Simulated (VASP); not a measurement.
Input of a VASP 6.6.1 run:

The input INCAR:

```
SYSTEM = Ru
ALGO = Fast
EDIFF = 1E-6
ENCUT = 520
GGA = PS
ISIF = 2
ISMEAR = 0
LASPH = .True.
LCHARG = .True.
LELF = .True.
LREAL = .False.
LVHAR = .True.
LWAVE = .False.
NBANDS = 21
NELM = 60
PREC = Accurate
SIGMA = 0.1
```

The input KPOINTS:

```
k-points
0
Gamma
  18 18 10
  0 0 0
```

POSCAR

```
Ru
1.0
    2.6816006144      0.0000000000      0.0000000000
   -1.3408003072      2.3223342548      0.0000000000
    0.0000000000      0.0000000000      4.2410389611
Ru
2
Direct
    0.3333333333      0.6666666667      0.2500000000
    0.6666666667      0.3333333333      0.7500000000
```

Potentials or basis: VASP PAW PBE potentials, release 64 (Ru_pv).

Run with:

```console
$ cat potpaw_PBE.64/Ru_pv/POTCAR > POTCAR
$ mpirun -np 1 vasp_std > vasp.out
```

Estimate the pressure.

3.0 GPa.

Estimate the band gap on the k mesh.

zero (bands 14 and 15 overlap by 3.26 eV).

Caveat: the PAW data sets were made with another functional, which shifts forces and pressure a little.
